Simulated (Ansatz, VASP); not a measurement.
# TiPdC6N6: VASP beside Ansatz

Contents of INCAR:

```
SYSTEM = TiPdC6N6
  PREC = Accurate
  ENCUT = 520
  EDIFF = 1E-6
  ISMEAR = 0
  SIGMA = 0.1
  LREAL = .FALSE.
  LASPH = .TRUE.
  NELM = 150
  ALGO = Normal
  ISIF = 2
  LWAVE = .FALSE.
  LCHARG = .TRUE.
  ISPIN = 2
  MAGMOM = 1 0 0 0 0 0 0 0 0 0 0 0 0 0
  LORBIT = 11
  LMAXMIX = 4
  GGA = PE
  LELF = .TRUE.
  LVHAR = .TRUE.
  NBANDS = 55
```

The input KPOINTS:

```
Automatic mesh
0
G
  4 4 4
  0 0 0
```

Contents of POSCAR:

```
TiPdC6N6
1.0
    0.0000000000      5.1380000000      5.1380000000
    5.1380000000      0.0000000000      5.1380000000
    5.1380000000      5.1380000000      0.0000000000
Ti Pd C N
1 1 6 6
Direct
    0.5000000000      0.5000000000      0.5000000000
    0.0000000000      0.0000000000      0.0000000000
    0.8114052200      0.1885947800      0.1885947800
    0.1885947800      0.8114052200      0.1885947800
    0.1885947800      0.1885947800      0.8114052200
    0.1885947800      0.8114052200      0.8114052200
    0.8114052200      0.1885947800      0.8114052200
    0.8114052200      0.8114052200      0.1885947800
    0.6975476800      0.3024523200      0.3024523200
    0.3024523200      0.6975476800      0.3024523200
    0.3024523200      0.3024523200      0.6975476800
    0.3024523200      0.6975476800      0.6975476800
    0.6975476800      0.3024523200      0.6975476800
    0.6975476800      0.6975476800      0.3024523200
```

Input for Ansatz:

```yaml
crystal:
  lattice:
    - [0.0, 5.138, 5.138]
    - [5.138, 0.0, 5.138]
    - [5.138, 5.138, 0.0]
  atoms:
    - { symbol: Ti, position: [0.5, 0.5, 0.5], spin: 1.0 }
    - { symbol: Pd, position: [0.0, 0.0, 0.0] }
    - { symbol: C, position: [0.81140522, 0.18859478, 0.18859478] }
    - { symbol: C, position: [0.18859478, 0.81140522, 0.18859478] }
    - { symbol: C, position: [0.18859478, 0.18859478, 0.81140522] }
    - { symbol: C, position: [0.18859478, 0.81140522, 0.81140522] }
    - { symbol: C, position: [0.81140522, 0.18859478, 0.81140522] }
    - { symbol: C, position: [0.81140522, 0.81140522, 0.18859478] }
    - { symbol: "N", position: [0.69754768, 0.30245232, 0.30245232] }
    - { symbol: "N", position: [0.30245232, 0.69754768, 0.30245232] }
    - { symbol: "N", position: [0.30245232, 0.30245232, 0.69754768] }
    - { symbol: "N", position: [0.30245232, 0.69754768, 0.69754768] }
    - { symbol: "N", position: [0.69754768, 0.30245232, 0.69754768] }
    - { symbol: "N", position: [0.69754768, 0.69754768, 0.30245232] }
basis:
  ecutwfc: 420
kpoints:
  mp_grid: { grid: [4, 4, 4] }
hamiltonian:
  xc: pbe
scf:
  occupations: { method: gaussian, width: 0.1 }
  lower_state_search: "off"
output:
  forces: true
  stress: true
  eigenvalues: true
  populations: true
magnetization:
  spin_polarized: true
```

Alike in both runs: task single point; functional PBE; k mesh 4 × 4 × 4; occupations gaussian, width 0.1 eV; collinear spin.

|  | VASP | Ansatz |
| --- | --- | --- |
| version | VASP 6.6.1 | Ansatz 0.2.0 |
| potentials or method | VASP PAW PBE potentials, release 64 (Ti_sv, Pd, C, N), cutoff 520 eV | scalar-relativistic, plane waves, PAW |
| valence electrons in the cell | 76 | 84 |

|  | VASP | Ansatz | Ansatz less VASP |
| --- | --- | --- | --- |
| gap on the k mesh at the Fermi level (eV) | none | none | - |
| pressure (GPa) | 5.8 | 5.5 | -0.28 |
| rms of the force components (eV/Å) | 0.621 | 0.831 | +0.2097 |
| net moment per atom (μB) | 0.14 | 0.14 | 0.000 |
| size of the moment on the site where the two differ most (μB) | 1.08 | 0.81 | -0.264 |

Site moments also hang on the region over which each program counts them. Atom by atom the forces differ by 0.210 eV/Å (rms over components). A gap of «none» marks a metal or a gap that the smearing closes. With one functional, cell and mesh, what is left measures potentials, basis and numerics. VASP's potentials hold 76 valence electrons a cell and Ansatz's 84, so a difference there can come from the potentials and not from the codes.

Noted on VASP's run: the standard files for N, O and F lose accuracy on very short bonds.
